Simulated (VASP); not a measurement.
# Al3BAs4 (Pmm2) in VASP: a series of runs

The runs below take Al3BAs4 through single point, relaxation of cell and atoms, with PBE.

Everything below comes from runs of VASP 6.6.1. Logs are shortened: lines on timing, memory, paths and dates and some standing lists are left out, and cuts for length are marked.

## (1) The cell of the first run

The structure is orthorhombic, space group Pmm2 (No. 25). Conventional cell: a = 3.758 Å, b = 7.515 Å, c = 5.314 Å, α = 90.00°, β = 90.00°, γ = 90.00°. Within 3.0 Å of Al (site symmetry mm2) lie 4 As at 2.30 Å. Within 3.0 Å of Al (site symmetry m) lie 4 As at 2.30 Å. B (site symmetry mm2) has 4 As at 2.30 Å within 3.0 Å. Within 3.0 Å of As (site symmetry m) lie 3 Al at 2.30 Å and 1 B at 2.30 Å. As (site symmetry mm2) has 4 Al at 2.30 Å within 3.0 Å. Within 3.0 Å of As (site symmetry mm2) lie 2 Al at 2.30 Å and 2 B at 2.30 Å.

## (2) Single point, PBE

INCAR reads:

```
ALGO     = Normal         # electronic algorithm
EDIFF    = 1E-6           # SCF threshold, eV
ENCUT    = 520            # plane-wave cutoff, eV
GGA      = PE             # functional
ISIF     = 2              # what is computed and relaxed
ISMEAR   = 0              # smearing method
LASPH    = True           # aspherical terms in the spheres
LCHARG   = True           # write CHGCAR
LELF     = True           # ELF
LREAL    = False          # projectors in reciprocal space
LVHAR    = True         
LWAVE    = False          # write WAVECAR
NBANDS   = 26             # bands
NELM     = 80             # most SCF steps
PREC     = Accurate       # precision mode
SIGMA    = 0.1            # smearing width, eV
```

KPOINTS reads:

```
k-points
0
Gamma
  4 2 4
```

POSCAR reads:

```
Al3BAs4
1.0
    3.7575467500      0.0000000000      0.0000000000
    0.0000000000      7.5150934900      0.0000000000
    0.0000000000      0.0000000000      5.3139735700
Al B As
3 1 4
Direct
    0.0000000000      0.0000000000      0.0000000000
    0.5000000000      0.7500000000      0.5000000000
    0.5000000000      0.2500000000      0.5000000000
    0.0000000000      0.5000000000      0.0000000000
    0.0000000000      0.2500000000      0.2500000000
    0.0000000000      0.7500000000      0.2500000000
    0.5000000000      0.0000000000      0.7500000000
    0.5000000000      0.5000000000      0.7500000000
```

Potentials or basis: VASP PAW PBE potentials, release 64 (Al, B, As).

Command:

```console
> cat potpaw_PBE.64/Al/POTCAR potpaw_PBE.64/B/POTCAR potpaw_PBE.64/As/POTCAR > POTCAR
> mpirun -np 1 vasp_std > vasp.out
```

OUTCAR:

```text
EDIFF = 1E-6
   ENCUT = 520
   GGA = PE
   ISIF = 2
   ISMEAR = 0
   LASPH = True
   LREAL = False
   NELM = 80
   PREC = Accurate

 ion  position               nearest neighbor table
   1  0.000  0.000  0.000-   5 2.30   6 2.30   7 2.30   7 2.30
   2  0.500  0.750  0.500-   7 2.30   8 2.30   6 2.30   6 2.30
   3  0.500  0.250  0.500-   7 2.30   8 2.30   5 2.30   5 2.30
   4  0.000  0.500  0.000-   5 2.30   6 2.30   8 2.30   8 2.30
   5  0.000  0.250  0.250-   1 2.30   4 2.30   3 2.30   3 2.30
   6  0.000  0.750  0.250-   1 2.30   4 2.30   2 2.30   2 2.30
   7  0.500  0.000  0.750-   2 2.30   3 2.30   1 2.30   1 2.30
   8  0.500  0.500  0.750-   2 2.30   3 2.30   4 2.30   4 2.30

  LATTYP: Found a simple orthorhombic cell.
 ALAT       =     3.7575467500
 B/A-ratio  =     1.4142135610
 C/A-ratio  =     1.9999999973

  Lattice vectors:

 A1 = (  -3.7575467500,   0.0000000000,   0.0000000000)
 A2 = (   0.0000000000,   0.0000000000,   5.3139735700)
 A3 = (   0.0000000000,   7.5150934900,   0.0000000000)

Analysis of symmetry for initial positions (statically):
=====================================================================
 Subroutine PRICEL returns:
 Original cell was already a primitive cell.

 Routine SETGRP: Setting up the symmetry group for a
 simple orthorhombic supercell.

 Subroutine GETGRP returns: Found  4 space group operations
 (whereof  4 operations were pure point group operations)
 out of a pool of  8 trial point group operations.

The static configuration has the point symmetry C_2v.

Analysis of symmetry for dynamics (positions and initial velocities):
=====================================================================
 Subroutine PRICEL returns:
 Original cell was already a primitive cell.

 Routine SETGRP: Setting up the symmetry group for a
 simple orthorhombic supercell.

 Subroutine GETGRP returns: Found  4 space group operations
 (whereof  4 operations were pure point group operations)
 out of a pool of  8 trial point group operations.

The dynamic configuration has the point symmetry C_2v.

 Subroutine INISYM returns: Found  4 space group operations
 (whereof  4 operations are pure point group operations),
 and found     1 'primitive' translations

[... 102 lines left out ...]
   NSW    =      0    number of steps for IOM
   IBRION =     -1    ionic relax: 0-MD 1-quasi-New 2-CG
   NFREE  =      0    steps in history (QN), initial steepest desc. (CG)
   ISIF   =      2    stress and relaxation
   ISYM   =      2    0-nonsym 1-usesym 2-fastsym
   POTIM  = 0.5000    time-step for ionic-motion
   TEBEG  =    0.0;   TEEND  =   0.0 temperature during run
   PSTRESS=    0.0 pullay stress
   NELECT =      32.0000    total number of electrons
   NUPDOWN=      -1.0000    fix difference up-down
   EMIN   =  10.00;   EMAX   =-10.00  energy-range for DOS
   EFERMI =   0.00;   METHOD = LEGACY
   ISMEAR =     0;   SIGMA  =   0.10  broadening in eV -4-tet -1-fermi 0-gaus
   EFERMI_NEDOS =   21; number of points for ismear=-14 and -15
   IALGO  =     38    algorithm
   IMIX   =      4    mixing-type and parameters
     AMIX     =   0.40;   BMIX     =  1.00
     AMIX_MAG =   1.60;   BMIX_MAG =  1.00
  volume/ion in A,a.u.               =      18.76       126.58
  Fermi-wavevector in a.u.,A,eV,Ry     =   0.978075  1.848293 13.015747  0.956630
  Thomas-Fermi vector in A             =   2.108822
   LORBIT       =      0    0 simple, 1 ext, 2 COOP (PROOUT), +10 PAW based schemes
   GGA     = PE    functional components
   LHFCALC =     F    Hartree Fock is set to
   AEXX    =    0.0000 exact exchange contribution
   IVDW    =     0    specifies the selected vdW correction
   LEPSILON=     F    determine dielectric tensor
   LRPA    =     F    only Hartree local field effects (RPA)
 non-spin polarized calculation
 Gauss-broadening in eV      SIGMA  =   0.10
  energy-cutoff  :      520.00
  volume of cell :      150.06
 maximum number of plane-waves:      4088
 NGX is ok and might be reduce to    28
   NGX = 13   NGY = 27   NGZ = 19

 number of electron      32.0000004 magnetization

 Free energy of the ion-electron system (eV)
  ---------------------------------------------------
  ext. energy  EPLUGINS =         0.00000000
  ---------------------------------------------------
  free energy    TOTEN  =       -36.55121336 eV

  energy without entropy =      -36.55121336  energy(sigma->0) =      -36.55121336

 E-fermi :   5.5199     XC(G=0):  -9.6618

 val. band max:        5.0939954269   @ k =   0.0000   0.0000   0.0000
 cond. band min:       6.2297326320   @ k =   0.5000   0.0000   0.0000
 fundamental gap:      1.1357372050
 Fermi energy:         5.5198651419

 k-point     1 :       0.0000    0.0000    0.0000
  band No.  band energies     occupation
      1      -8.0039      2.00000
      2      -6.2590      2.00000
      3      -6.2331      2.00000
      4      -5.3260      2.00000
      5      -1.4192      2.00000
      6      -0.3409      2.00000
[... 511 lines left out ...]
     25      11.3544      0.00000
     26      11.8895      0.00000

------------------------ aborting loop because EDIFF is reached ----------------------------------------

  FORCE on cell =-STRESS in cart. coord.  units (eV):
  Direction    XX          YY          ZZ          XY          YZ          ZX
  --------------------------------------------------------------------------------------
  -------------------------------------------------------------------------------------
  Total       13.5838803     13.7242799     12.1353060      0.0000000      0.0000000      0.0000000
  in kB      145.0361482    146.5352058    129.5696077      0.0000000      0.0000000      0.0000000
  external PRESSURE =     140.3803206 kB  Pullay stress =       0.0000000 kB

 VOLUME and BASIS-vectors are now :
 -----------------------------------------------------------------------------
  energy-cutoff  :      520.00
  volume of cell :      150.06
      direct lattice vectors                 reciprocal lattice vectors
     3.757546750  0.000000000  0.000000000     0.266131087  0.000000000  0.000000000
     0.000000000  7.515093490  0.000000000     0.000000000  0.133065544  0.000000000
     0.000000000  0.000000000  5.313973570     0.000000000  0.000000000  0.188183096

 POSITION                                       TOTAL-FORCE (eV/Angst)
 -----------------------------------------------------------------------------------
      0.00000      0.00000      0.00000        -0.000000      0.000000     -0.140475
      1.87877      5.63632      2.65699         0.000000     -0.056146      0.006588
      1.87877      1.87877      2.65699        -0.000000      0.056146      0.006588
      0.00000      3.75755      0.00000        -0.000000      0.000000     -0.030701
      0.00000      1.87877      1.32849        -0.000000      2.495672     -1.597125
      0.00000      5.63632      1.32849        -0.000000     -2.495672     -1.597125
      1.87877      0.00000      3.98548        -0.000000      0.000000     -0.115395
      1.87877      3.75755      3.98548        -0.000000      0.000000      3.467644
 -----------------------------------------------------------------------------------
    total drift:                                0.000000     -0.000000      0.000020

  FREE ENERGIE OF THE ION-ELECTRON SYSTEM (eV)
  ---------------------------------------------------
  free  energy   TOTEN  =       -36.5512133583 eV

  energy  without entropy=      -36.5512133583  energy(sigma->0) =      -36.55121336
```

stdout:

```text
POSCAR found type information on POSCAR AlB As
 POSCAR found :  3 types and       8 ions
 scaLAPACK will be used
 LDA part: xc-table for (Slater+PW92), standard interpolation
 POSCAR, INCAR and KPOINTS ok, starting setup
 FFT: planning ... GRIDC
 FFT: planning ... GRID_SOFT
 FFT: planning ... GRID
 WAVECAR not read
 entering main loop
```

It took 26 s on 1 thread of Intel Xeon 6975P-C (Granite Rapids), shared host; peak memory 0.26 GiB.

What came out:

```
Free energy            : -36.5512 eV
Pressure               : 14.0 GPa
Largest force          : 3.468 eV/Å
Band gap on the k mesh : 1.14 eV (least direct gap 1.20 eV)
```

Forces on the atoms (eV/Å):
```
Al   0.000  0.000 -0.140
Al   0.000 -0.056  0.007
Al   0.000  0.056  0.007
B    0.000  0.000 -0.031
As   0.000  2.496 -1.597
As   0.000 -2.496 -1.597
As   0.000  0.000 -0.115
As   0.000  0.000  3.468
```

Caveat: the cell stands under pressure; forces of over 1 eV/Å act on the atoms, so gaps and moduli don't describe the material at rest.

## (3) Single point, PBE

This run uses another cell than the first one, of 20.91 Å³/atom.

INCAR reads:

```
  PREC = Accurate
  ENCUT = 520
  EDIFF = 1E-6
  ISMEAR = 0
  SIGMA = 0.1
  LREAL = F
  LASPH = T
  NELM = 80
  ALGO = Normal
  ISIF = 2
  LWAVE = F
  LCHARG = F
  GGA = PE
  NBANDS = 26
```

KPOINTS reads:

```
regular mesh
0
Gamma
  4 2 4
```

POSCAR reads:

```
Al3BAs4
1.0
    3.8820783970      0.0000000000      0.0000000000
    0.0000000000      7.8285902605      0.0000000000
    0.0000000000      0.0000000000      5.5038756201
Al B As
3 1 4
Direct
    0.0000000000      0.0000000000     -0.0045947789
    0.5000000000      0.7318507877      0.5014265859
    0.5000000000      0.2681492123      0.5014265859
    0.0000000000      0.5000000000      0.0115672431
    0.0000000000      0.2769510567      0.2292907526
    0.0000000000      0.7230489433      0.2292907526
    0.5000000000      0.0000000000      0.7269557681
    0.5000000000      0.5000000000      0.8046370907
```

Potentials or basis: VASP PAW PBE potentials, release 64 (Al, B, As).

Command:

```console
> cat potpaw_PBE.64/Al/POTCAR potpaw_PBE.64/B/POTCAR potpaw_PBE.64/As/POTCAR > POTCAR
> mpirun -np 1 vasp_std > vasp.out
```

Wall time 34 s (1 thread of Intel Xeon 6975P-C (Granite Rapids), shared host); peak memory 0.29 GiB.

Results (log left out):

```yaml
Free_energy: -38.4525 eV
Pressure: 0.3 GPa
Largest_force: 0.015 eV/Å
Band_gap_on_the_k_mesh: 0.83 eV
```

Forces in eV/Å, atoms in the order of the input:
```
Al   0.000  0.000 -0.004
Al   0.000 -0.008 -0.004
Al   0.000  0.008 -0.004
B    0.000  0.000 -0.014
As   0.000 -0.006  0.013
As   0.000  0.006  0.013
As   0.000  0.000  0.015
As   0.000  0.000 -0.015
```

Stress tensor (GPa, compression positive):
```
0.25 0.00 0.00
0.00 0.36 0.00
0.00 0.00 0.31
```

Levels at points of the mesh, in eV from the valence-band top:
| k point | band 14 | band 15 | band 16 | band 17 | band 18 | band 19 |
| --- | --- | --- | --- | --- | --- | --- |
| (0.00, 0.00, 0.00) | -0.21 | -0.17 | 0.00 | 0.83 | 1.12 | 2.28 |
| (0.50, 0.00, 0.00) | -2.41 | -1.51 | -1.01 | 1.03 | 1.27 | 1.80 |
| (0.00, 0.50, 0.00) | -1.13 | -0.29 | -0.18 | 1.01 | 2.29 | 2.84 |
| (0.50, 0.50, 0.00) | -2.39 | -2.35 | -2.04 | 2.25 | 2.44 | 2.55 |
| (0.00, 0.00, 0.50) | -0.97 | -0.92 | -0.79 | 0.85 | 1.87 | 2.28 |
| (0.50, 0.00, 0.50) | -1.17 | -1.12 | -0.89 | 1.29 | 2.00 | 3.60 |
| (0.00, 0.50, 0.50) | -1.17 | -1.00 | -1.00 | 1.55 | 2.78 | 3.10 |
| (0.50, 0.50, 0.50) | -1.95 | -1.95 | -1.89 | 2.79 | 3.14 | 3.14 |

A k mesh can miss the band edges.

[end of part 1 of 2]
